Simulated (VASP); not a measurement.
# Mg (P6_3/mmc) in VASP: notebook, part 2 of 2

VASP 6.6.1. The steps go on from the part before.

**3. Relaxation of shape and atoms at fixed volume, PBE (volume scaled by 0.97)**

INCAR

```
  PREC = Accurate
  ENCUT = 600
  EDIFF = 1E-6
  ISMEAR = 0
  SIGMA = 0.1
  LREAL = False
  LASPH = True
  NELM = 60
  ALGO = Normal
  ISIF = 4
  LWAVE = False
  LCHARG = False
  GGA = PE
  IBRION = 2
  NSW = 50
  EDIFFG = -0.01
```

KPOINTS

```
Automatic mesh
0
Gamma
  18 18 8
```

POSCAR

```
Mg
1.0
    3.1760556922      0.0000000000      0.0000000000
   -1.5880278461      2.7505449133      0.0000000000
    0.0000000000      0.0000000000      5.0922563655
Mg
2
Direct
    0.3333333333      0.6666666667      0.2500000000
    0.6666666667      0.3333333333      0.7500000000
```

Potentials or basis: VASP PAW PBE potentials, release 64 (Mg).

Run with:

```console
$ cat potpaw_PBE.64/Mg/POTCAR > POTCAR
$ mpirun -np 1 vasp_std > vasp.out
```

OUTCAR:

```text
PREC = Accurate
   ENCUT = 600
   EDIFF = 1E-6
   ISMEAR = 0
   LREAL = False
   LASPH = True
   NELM = 60
   ISIF = 4
   GGA = PE
   IBRION = 2
   NSW = 50
   EDIFFG = -0.01

 ion  position               nearest neighbor table
   1  0.333  0.667  0.250-   2 3.14   2 3.14   2 3.14   2 3.14   2 3.14   2 3.14
   2  0.667  0.333  0.750-   1 3.14   1 3.14   1 3.14   1 3.14   1 3.14   1 3.14

  LATTYP: Found a hexagonal cell.
 ALAT       =     3.1760556922
 C/A-ratio  =     1.6033271639

  Lattice vectors:

 A1 = (   3.1760556922,   0.0000000000,   0.0000000000)
 A2 = (  -1.5880278461,   2.7505449133,   0.0000000000)
 A3 = (   0.0000000000,   0.0000000000,   5.0922563655)

Analysis of symmetry for initial positions (statically):
=====================================================================
 Subroutine PRICEL returns:
 Original cell was already a primitive cell.

 Routine SETGRP: Setting up the symmetry group for a
 hexagonal supercell.

 Subroutine GETGRP returns: Found 24 space group operations
 (whereof 12 operations were pure point group operations)
 out of a pool of 24 trial point group operations.

The static configuration has the point symmetry D_3d.
 The point group associated with its full space group is D_6h.

Analysis of symmetry for dynamics (positions and initial velocities):
=====================================================================
 Subroutine PRICEL returns:
 Original cell was already a primitive cell.

 Routine SETGRP: Setting up the symmetry group for a
 hexagonal supercell.

 Subroutine GETGRP returns: Found 24 space group operations
 (whereof 12 operations were pure point group operations)
 out of a pool of 24 trial point group operations.

The dynamic configuration has the point symmetry D_3d.
 The point group associated with its full space group is D_6h.

 Subroutine INISYM returns: Found 24 space group operations
 (whereof 12 operations are pure point group operations),
 and found     1 'primitive' translations

----------------------------------------------------------------------------------------

                                     Primitive cell

  volume of cell :      44.4854

  direct lattice vectors                    reciprocal lattice vectors
     3.176055692  0.000000000  0.000000000     0.314855940  0.181782162  0.000000000
    -1.588027846  2.750544913  0.000000000     0.000000000  0.363564323  0.000000000
     0.000000000  0.000000000  5.092256365     0.000000000  0.000000000  0.196376602

  length of vectors
     3.176055692  3.176055692  5.092256365     0.363564323  0.363564323  0.196376602

  position of ions in fractional coordinates (direct lattice)
     0.333333333  0.666666667  0.250000000
     0.666666667  0.333333333  0.750000000

  ion indices of the primitive-cell ions
   primitive index   ion index
                 1           1
                 2           2

----------------------------------------------------------------------------------------

 KPOINTS: Automatic mesh

Automatic generation of k-mesh.
 Grid dimensions read from file:
 generate k-points for:   18   18    8

 Generating k-lattice:

  Cartesian coordinates                     Fractional coordinates (reciprocal lattice)
     0.017491997  0.010099009  0.000000000     0.055555556 -0.000000000  0.000000000
     0.000000000  0.020198018  0.000000000     0.000000000  0.055555556  0.000000000
     0.000000000  0.000000000  0.024547075     0.000000000  0.000000000  0.125000000

  Length of vectors
     0.020198018  0.020198018  0.024547075

  Shift w.r.t. Gamma in fractional coordinates (k-lattice)
     0.000000000  0.000000000  0.000000000

 Subroutine IBZKPT returns following result:
 ===========================================

 Found    185 irreducible k-points:

 Following reciprocal coordinates:
            Coordinates               Weight
  0.000000  0.000000  0.000000      1.000000
  0.055556  0.000000  0.000000      6.000000
  0.111111  0.000000  0.000000      6.000000
  0.166667  0.000000  0.000000      6.000000
  0.222222  0.000000  0.000000      6.000000
  0.277778  0.000000  0.000000      6.000000
[... 16 lines left out ...]
  0.333333  0.111111  0.000000     12.000000
  0.388889  0.111111  0.000000     12.000000
 [... further k-points ...]
   k-points           NKPTS =    185   k-points in BZ     NKDIM =    185   number of bands    NBANDS=      6
   number of dos      NEDOS =    301   number of ions     NIONS =      2
   total plane-waves  NPLWV =  32928
   dimension x,y,z NGX =    28 NGY =   28 NGZ =   42
   dimension x,y,z NGXF=    56 NGYF=   56 NGZF=   84
   ions per type =               2
   NGX,Y,Z   is equivalent  to a cutoff of  14.66, 14.66, 13.71 a.u.
   NGXF,Y,Z  is equivalent  to a cutoff of  29.31, 29.31, 27.42 a.u.
 SYSTEM =  unknown system
   PREC   = accura    normal or accurate (medium, high low for compatibility)
   ISTART =      0    job   : 0-new  1-cont  2-samecut
   ICHARG =      2    charge: 1-file 2-atom 10-const
   ISPIN  =      1    spin polarized calculation?
   LNONCOLLINEAR =      F non collinear calculations
   LSORBIT =      F    spin-orbit coupling
   LASPH  =      T    aspherical Exc in radial PAW
   ENCUT  =  600.0 eV  44.10 Ry    6.64 a.u.   6.34  6.34 10.17*2*pi/ulx,y,z
   NELM   =     60;   NELMIN=  2; NELMDL= -5     # of ELM steps
   EDIFF  = 0.1E-05   stopping-criterion for ELM
   LREAL  =      F    real-space projection
   EDIFFG = -.1E-01   stopping-criterion for IOM
   NSW    =     50    number of steps for IOM
   IBRION =      2    ionic relax: 0-MD 1-quasi-New 2-CG
   NFREE  =      1    steps in history (QN), initial steepest desc. (CG)
   ISIF   =      4    stress and relaxation
   ISYM   =      2    0-nonsym 1-usesym 2-fastsym
   POTIM  = 0.5000    time-step for ionic-motion
   TEBEG  =    0.0;   TEEND  =   0.0 temperature during run
   PSTRESS=    0.0 pullay stress
   NELECT =       4.0000    total number of electrons
   NUPDOWN=      -1.0000    fix difference up-down
   EMIN   =  10.00;   EMAX   =-10.00  energy-range for DOS
   EFERMI =   0.00;   METHOD = LEGACY
   ISMEAR =     0;   SIGMA  =   0.10  broadening in eV -4-tet -1-fermi 0-gaus
   EFERMI_NEDOS =   21; number of points for ismear=-14 and -15
   IALGO  =     38    algorithm
   IMIX   =      4    mixing-type and parameters
     AMIX     =   0.40;   BMIX     =  1.00
     AMIX_MAG =   1.60;   BMIX_MAG =  1.00
  volume/ion in A,a.u.               =      22.24       150.10
  Fermi-wavevector in a.u.,A,eV,Ry     =   0.733425  1.385973  7.318743  0.537912
  Thomas-Fermi vector in A             =   1.826130
   LORBIT       =      0    0 simple, 1 ext, 2 COOP (PROOUT), +10 PAW based schemes
   GGA     = PE    functional components
   LHFCALC =     F    Hartree Fock is set to
   AEXX    =    0.0000 exact exchange contribution
   IVDW    =     0    specifies the selected vdW correction
   LEPSILON=     F    determine dielectric tensor
   LRPA    =     F    only Hartree local field effects (RPA)
 conjugate gradient relaxation of ions
 non-spin polarized calculation
 Gauss-broadening in eV      SIGMA  =   0.10
  energy-cutoff  :      600.00
  volume of cell :       44.49
 maximum number of plane-waves:      1508
 NGX is ok and might be reduce to    28
   NGX = 13   NGY = 13   NGZ = 21

 number of electron       4.0000000 magnetization

 Free energy of the ion-electron system (eV)
  ---------------------------------------------------
  ext. energy  EPLUGINS =         0.00000000
  ---------------------------------------------------
  free energy    TOTEN  =        -3.01214340 eV

  energy without entropy =       -3.00781630  energy(sigma->0) =       -3.00997985

 E-fermi :   2.8101     XC(G=0):  -8.5893

 val. band max:        2.7876746461   @ k =   0.3889   0.0000   0.0000
 cond. band min:       2.8131101165   @ k =   0.2778   0.1667   0.1250
 fundamental gap:      0.0254354704
 Fermi energy:         2.8100611164

 k-point     1 :       0.0000    0.0000    0.0000
  band No.  band energies     occupation
      1      -4.2685      2.00000
      2       1.1318      2.00000
      3       1.6785      2.00000
      4      13.7893      0.00000
      5      13.7894      0.00000
      6      13.9382      0.00000
[... 199 lines left out ...]
 k-point    24 :       0.3889    0.1111    0.0000
  band No.  band energies     occupation
      1      -0.2338      2.00000
      2       1.8400      2.00000
      3       4.8887      0.00000
      4       5.5654      0.00000
      5       6.8415      0.00000
      6       6.9513      0.00000

 [... further k-points ...]

------------------------ aborting loop because EDIFF is reached ----------------------------------------

  FORCE on cell =-STRESS in cart. coord.  units (eV):
  Direction    XX          YY          ZZ          XY          YZ          ZX
  --------------------------------------------------------------------------------------
  -------------------------------------------------------------------------------------
  Total        0.2883650      0.2883650      0.2960541      0.0000000      0.0000000      0.0000000
  in kB       10.3857042     10.3857042     10.6626352      0.0000000      0.0000000      0.0000000
  external PRESSURE =      10.4780145 kB  Pullay stress =       0.0000000 kB

 VOLUME and BASIS-vectors are now :
 -----------------------------------------------------------------------------
  energy-cutoff  :      600.00
  volume of cell :       44.49
      direct lattice vectors                 reciprocal lattice vectors
     3.176055692  0.000000000  0.000000000     0.314855940  0.181782162  0.000000000
    -1.588027846  2.750544913  0.000000000     0.000000000  0.363564323  0.000000000
     0.000000000  0.000000000  5.092256365     0.000000000  0.000000000  0.196376602

 POSITION                                       TOTAL-FORCE (eV/Angst)
 -----------------------------------------------------------------------------------
     -0.00000      1.83370      1.27306        -0.000000      0.000000      0.000000
      1.58803      0.91685      3.81919         0.000000     -0.000000      0.000000
 -----------------------------------------------------------------------------------
    total drift:                                0.000000     -0.000000      0.000000

  FREE ENERGIE OF THE ION-ELECTRON SYSTEM (eV)
  ---------------------------------------------------
  free  energy   TOTEN  =        -3.0121434036 eV

  energy  without entropy=       -3.0078163007  energy(sigma->0) =       -3.00997985

 reached required accuracy - stopping structural energy minimisation
```

OSZICAR:

```text
N       E                     dE             d eps       ncg     rms          rms(c)
DAV:   1     0.451735008669E+00    0.45174E+00   -0.13842E+03  2220   0.527E+02
DAV:   2    -0.300034042985E+01   -0.34521E+01   -0.32447E+01  3030   0.314E+01
DAV:   3    -0.302591664237E+01   -0.25576E-01   -0.25424E-01  3024   0.350E+00
DAV:   4    -0.302599458805E+01   -0.77946E-04   -0.77945E-04  3048   0.172E-01
DAV:   5    -0.302599503040E+01   -0.44234E-06   -0.44232E-06  3078   0.973E-03    0.959E-01
DAV:   6    -0.301962783806E+01    0.63672E-02   -0.53482E-04  2706   0.281E-01    0.614E-01
DAV:   7    -0.301213416149E+01    0.74937E-02   -0.20650E-03  2406   0.484E-01    0.335E-02
DAV:   8    -0.301214471007E+01   -0.10549E-04   -0.12925E-05  3510   0.329E-02    0.741E-03
DAV:   9    -0.301214360175E+01    0.11083E-05   -0.11753E-06  2352   0.774E-03    0.637E-04
DAV:  10    -0.301214340360E+01    0.19815E-06   -0.80676E-09  1542   0.778E-04
   1 F= -.30121434E+01 E0= -.30099799E+01  d E =-.301214E+01
```

CONTCAR:

```text
Mg
   1.00000000000000
     3.1760556921999998    0.0000000000000000    0.0000000000000000
    -1.5880278460999999    2.7505449133000002    0.0000000000000000
     0.0000000000000000    0.0000000000000000    5.0922563654999999
  Mg
     2
Direct
     0.3333333332999970    0.6666666667000030    0.2500000000000000
     0.6666666667000030    0.3333333332999970    0.7500000000000000

  0.00000000E+00  0.00000000E+00  0.00000000E+00
  0.00000000E+00  0.00000000E+00  0.00000000E+00
```

Run time: 35 s. Hardware: 1 thread of Intel Xeon 6975P-C, shared host; peak memory 0.22 GiB.

Results:

* Free energy: -3.0121 eV
* Pressure after relaxing: 1.0 GPa
* Band gap on the k mesh: zero (band 2 reaches 3.83 eV, above the bottom of band 3 at 1.68 eV)

Final structure:
```yaml
crystal:
  lattice:
    - [3.17606, 0.00000, 0.00000]
    - [-1.58803, 2.75054, 0.00000]
    - [0.00000, 0.00000, 5.09226]
  atoms:
    - { symbol: Mg, position: [0.33333, 0.66667, 0.25000] }
    - { symbol: Mg, position: [0.66667, 0.33333, 0.75000] }
```

Levels at points of the mesh, in eV from the Fermi level:
```tsv
k point	band 1	band 2	band 3	band 4	band 5
(0.00, 0.00, 0.00)	-7.08	-1.68	-1.13	10.98	10.98
(0.50, 0.00, 0.00)	-2.24	-2.22	2.72	3.05	3.45
(0.00, 0.00, 0.50)	-5.63	-5.63	5.31	5.31	11.74
(0.50, 0.00, 0.50)	-1.16	-1.16	-0.46	-0.46	8.12
```

Caveat: the relaxation stopped at its first step, so nothing moved.
